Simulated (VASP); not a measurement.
# LiAlO (P4/nmm) in VASP: further runs, part 2 of 2

VASP 6.6.1. Earlier steps stand in the parts before.

## Step 3: Single point, PBE

This run uses another cell than the first one, of 11.54 Å³/atom, 1.029 times its volume.

INCAR

```
SYSTEM = LiAlO
PREC = Accurate
ENCUT = 520
EDIFF = 1E-6
ISMEAR = 0
SIGMA = 0.1
LREAL = .FALSE.
LASPH = .TRUE.
NELM = 60
ALGO = Normal
ISIF = 2
LWAVE = .FALSE.
LCHARG = .FALSE.
GGA = PE
NBANDS = 21
```

KPOINTS

```
Automatic mesh
0
G
  4 4 4
  0 0 0
```

POSCAR

```
LiAlO
1.0
    3.8706203200      0.0000000000      0.0000000000
    0.0000000000      3.8706203200      0.0000000000
    0.0000000000      0.0000000000      4.6209684800
Li Al O
2 2 2
Direct
    0.0000000000      0.0000000000      0.0000000000
    0.5000000000      0.5000000000      0.0000000000
    0.5000000000      0.0000000000      0.7353112500
    0.0000000000      0.5000000000      0.2646887500
    0.5000000000      0.0000000000      0.3594277600
    0.0000000000      0.5000000000      0.6405722400
```

Potentials or basis: VASP PAW PBE potentials, release 64 (Li_sv, Al, O).

Started as:

```
> cat potpaw_PBE.64/Li_sv/POTCAR potpaw_PBE.64/Al/POTCAR potpaw_PBE.64/O/POTCAR > POTCAR
> mpirun -np 1 vasp_std > vasp.out
```

OUTCAR:

```text
SYSTEM = LiAlO
   PREC = Accurate
   ENCUT = 520
   EDIFF = 1E-6
   ISMEAR = 0
   LREAL = .FALSE.
   LASPH = .TRUE.
   NELM = 60
   ISIF = 2
   GGA = PE

 ion  position               nearest neighbor table
   1  0.000  0.000  0.000-   3 2.29   4 2.29   4 2.29   3 2.29
   2  0.500  0.500  0.000-   3 2.29   4 2.29   3 2.29   4 2.29
   3  0.500  0.000  0.735-   5 1.74   2 2.29   1 2.29   2 2.29   1 2.29
   4  0.000  0.500  0.265-   6 1.74   2 2.29   1 2.29   1 2.29   2 2.29
   5  0.500  0.000  0.359-   3 1.74
   6  0.000  0.500  0.641-   4 1.74

  LATTYP: Found a simple tetragonal cell.
 ALAT       =     3.8706203200
 C/A-ratio  =     1.1938573402

  Lattice vectors:

 A1 = (   3.8706203200,   0.0000000000,   0.0000000000)
 A2 = (   0.0000000000,   3.8706203200,   0.0000000000)
 A3 = (   0.0000000000,   0.0000000000,   4.6209684800)

Analysis of symmetry for initial positions (statically):
=====================================================================
 Subroutine PRICEL returns:
 Original cell was already a primitive cell.

 Routine SETGRP: Setting up the symmetry group for a
 simple tetragonal supercell.

 Subroutine GETGRP returns: Found 16 space group operations
 (whereof  8 operations were pure point group operations)
 out of a pool of 16 trial point group operations.

The static configuration has the point symmetry D_2d.
 The point group associated with its full space group is D_4h.

Analysis of symmetry for dynamics (positions and initial velocities):
=====================================================================
 Subroutine PRICEL returns:
 Original cell was already a primitive cell.

 Routine SETGRP: Setting up the symmetry group for a
 simple tetragonal supercell.

 Subroutine GETGRP returns: Found 16 space group operations
 (whereof  8 operations were pure point group operations)
[... 123 lines left out ...]
     AMIX     =   0.40;   BMIX     =  1.00
     AMIX_MAG =   1.60;   BMIX_MAG =  1.00
  volume/ion in A,a.u.               =      11.54        77.86
  Fermi-wavevector in a.u.,A,eV,Ry     =   1.150042  2.173265 17.995032  1.322598
  Thomas-Fermi vector in A             =   2.286709
   LORBIT       =      0    0 simple, 1 ext, 2 COOP (PROOUT), +10 PAW based schemes
   GGA     = PE    functional components
   LHFCALC =     F    Hartree Fock is set to
   AEXX    =    0.0000 exact exchange contribution
   IVDW    =     0    specifies the selected vdW correction
   LEPSILON=     F    determine dielectric tensor
   LRPA    =     F    only Hartree local field effects (RPA)
 non-spin polarized calculation
 Gauss-broadening in eV      SIGMA  =   0.10
  energy-cutoff  :      520.00
  volume of cell :       69.23
 maximum number of plane-waves:      1900
 NGX is ok and might be reduce to    30
   NGX = 15   NGY = 15   NGZ = 17

 number of electron      24.0000006 magnetization

 Free energy of the ion-electron system (eV)
  ---------------------------------------------------
  ext. energy  EPLUGINS =         0.00000000
  ---------------------------------------------------
  free energy    TOTEN  =       -23.67989263 eV

  energy without entropy =      -23.67989239  energy(sigma->0) =      -23.67989251

 E-fermi :   5.1915     XC(G=0):  -9.9211

 val. band max:        4.8693658304   @ k =   0.2500   0.0000   0.5000
 cond. band min:       5.5124596838   @ k =   0.2500   0.0000   0.5000
 fundamental gap:      0.6430938535
 Fermi energy:         5.1914771168

 k-point     1 :       0.0000    0.0000    0.0000
  band No.  band energies     occupation
      1     -41.2622      2.00000
      2     -41.2142      2.00000
      3     -13.2578      2.00000
      4     -12.3538      2.00000
      5      -0.1343      2.00000
      6      -0.0232      2.00000
[... 421 lines left out ...]
     20      16.3047      0.00000
     21      17.5669      0.00000

------------------------ aborting loop because EDIFF is reached ----------------------------------------

  FORCE on cell =-STRESS in cart. coord.  units (eV):
  Direction    XX          YY          ZZ          XY          YZ          ZX
  --------------------------------------------------------------------------------------
  -------------------------------------------------------------------------------------
  Total        4.4403645      4.4403645     12.9382298      0.0000000      0.0000000      0.0000000
  in kB      102.7625917    102.7625917    299.4272296      0.0000000      0.0000000      0.0000000
  external PRESSURE =     168.3174710 kB  Pullay stress =       0.0000000 kB

 VOLUME and BASIS-vectors are now :
 -----------------------------------------------------------------------------
  energy-cutoff  :      520.00
  volume of cell :       69.23
      direct lattice vectors                 reciprocal lattice vectors
     3.870620320  0.000000000  0.000000000     0.258356521  0.000000000  0.000000000
     0.000000000  3.870620320  0.000000000     0.000000000  0.258356521  0.000000000
     0.000000000  0.000000000  4.620968480     0.000000000  0.000000000  0.216404852

 POSITION                                       TOTAL-FORCE (eV/Angst)
 -----------------------------------------------------------------------------------
      0.00000      0.00000      0.00000         0.000000     -0.000000      0.000000
      1.93531      1.93531      0.00000        -0.000000      0.000000      0.000000
      1.93531      0.00000      3.39785         0.000000     -0.000000     -3.855207
      0.00000      1.93531      1.22312         0.000000     -0.000000      3.855207
      1.93531      0.00000      1.66090         0.000000     -0.000000     -1.258098
      0.00000      1.93531      2.96006        -0.000000     -0.000000      1.258098
 -----------------------------------------------------------------------------------
    total drift:                                0.000000      0.000000      0.000000

  FREE ENERGIE OF THE ION-ELECTRON SYSTEM (eV)
  ---------------------------------------------------
  free  energy   TOTEN  =       -23.6798926259 eV

  energy  without entropy=      -23.6798923883  energy(sigma->0) =      -23.67989251
```

stdout:

```text
POSCAR found type information on POSCAR LiAlO
 POSCAR found :  3 types and       6 ions
 scaLAPACK will be used
 LDA part: xc-table for (Slater+PW92), standard interpolation
 POSCAR, INCAR and KPOINTS ok, starting setup
 FFT: planning ... GRIDC
 FFT: planning ... GRID_SOFT
 FFT: planning ... GRID
 WAVECAR not read
 entering main loop
```

Run time: 21 s. Hardware: 1 thread of Intel Xeon Platinum 8375C at 2.90GHz (Ice Lake), shared host; peak memory 0.18 GiB.

Results:

| Property | Result |
| --- | --- |
| Free energy | -23.6799 eV |
| Largest force | 3.855 eV/Å |
| Band gap on the k mesh | 0.64 eV, direct |

Forces on the atoms (eV/Å):
```
Li   0.000  0.000  0.000
Li   0.000  0.000  0.000
Al   0.000  0.000 -3.855
Al   0.000  0.000  3.855
O    0.000  0.000 -1.258
O    0.000  0.000  1.258
```

Caveat: the cutoff is under 1.25 times the usual one of these potentials, so pressure, stress and relaxed cells hold a basis-set (Pulay) error; forces of over 1 eV/Å act on the atoms, so gaps and moduli don't describe the material at rest. PBE gaps usually lie below the measured ones, often by a third to a half.

## Step 4: Single point, PBE

INCAR

```
SYSTEM = LiAlO
PREC = Accurate
ENCUT = 520
EDIFF = 1E-6
ISMEAR = 0
SIGMA = 0.1
LREAL = .False.
LASPH = .True.
NELM = 100
ALGO = Normal
ISIF = 2
LWAVE = .False.
LCHARG = .True.
GGA = PE
LELF = .True.
LVHAR = .True.
NBANDS = 21
```

KPOINTS

```
regular mesh
0
Gamma
  6 6 4
  0 0 0
```

POSCAR

```
LiAlO
1.0
    3.1177477640      0.0000000000      0.0000000000
    0.0000000000      3.1177477640      0.0000000000
    0.0000000000      0.0000000000      6.9220215172
Li Al O
2 2 2
Direct
    0.0000000000      0.0000000000      0.0000000000
    0.5000000000      0.5000000000      0.0000000000
    0.5000000000      0.0000000000      0.6625183954
    0.0000000000      0.5000000000      0.3374816046
    0.5000000000      0.0000000000      0.3926944136
    0.0000000000      0.5000000000      0.6073055864
```

Started as:

```
> cat potpaw_PBE.64/Li_sv/POTCAR potpaw_PBE.64/Al/POTCAR potpaw_PBE.64/O/POTCAR > POTCAR
> mpirun -np 1 vasp_std > vasp.out
```

It took 30 s on 1 thread of Intel Xeon Platinum 8375C at 2.90GHz (Ice Lake), shared host; peak memory 0.19 GiB.

Results (log left out):

```yaml
Free_energy: -28.1986 eV
Largest_force: 0.009 eV/Å
Band_gap_on_the_k_mesh: 1.71 eV, indirect (least direct gap 2.01 eV)
```

Forces in eV/Å, atoms in the order of the input:
```
Li   0.000  0.000  0.000
Li   0.000  0.000  0.000
Al   0.000  0.000 -0.002
Al   0.000  0.000  0.002
O    0.000  0.000 -0.009
O    0.000  0.000  0.009
```

Levels at points of the mesh, in eV from the valence-band top:
```tsv
k point	band 9	band 10	band 11	band 12	band 13	band 14	band 15	band 16
(0.00, 0.00, 0.00)	-3.17	-3.06	-3.06	-0.64	2.25	4.99	5.50	6.49
(0.50, 0.00, 0.00)	-3.88	-3.88	-0.71	-0.71	1.71	1.71	5.60	5.60
(0.50, 0.50, 0.00)	-4.64	-4.64	-0.62	-0.62	4.06	4.06	4.06	4.06
(0.00, 0.00, 0.50)	-3.07	-3.07	-2.62	-1.74	3.63	4.19	5.40	6.45
(0.50, 0.00, 0.50)	-3.88	-3.88	-0.90	-0.90	2.06	2.06	4.78	4.78
(0.50, 0.50, 0.50)	-4.63	-4.63	-0.28	-0.28	3.15	3.15	3.95	3.95
```

Caveat: the cutoff is under 1.25 times the usual one of these potentials, so pressure, stress and relaxed cells hold a basis-set (Pulay) error.

## Step 5: Overview

```csv
cell,k mesh,gap on the mesh (eV),largest force (eV/Å)
"a = 3.118, b = 3.118, c = 6.922 Å, 6 atoms",4 × 4 × 4,1.98,0.01
"a = 3.871, b = 3.871, c = 4.621 Å, 6 atoms",4 × 4 × 4,0.64,3.86
"a = 3.118, b = 3.118, c = 6.922 Å, 6 atoms",6 × 6 × 4,1.71,0.01
```

Alike in all rows: task single point; level PBE; potentials or basis VASP PAW PBE potentials, release 64 (Li_sv, Al, O); no spin polarisation; cutoff (eV) 520; smearing gaussian 0.1 eV.

Caveats: some runs use coarse meshes; the cutoff is under 1.25 times the usual one of these potentials, so pressure, stress and relaxed cells hold a basis-set (Pulay) error; forces of over 1 eV/Å act on the atoms, so gaps and moduli don't describe the material at rest (some runs).

Absolute energies hang on the potentials; compare differences alone.
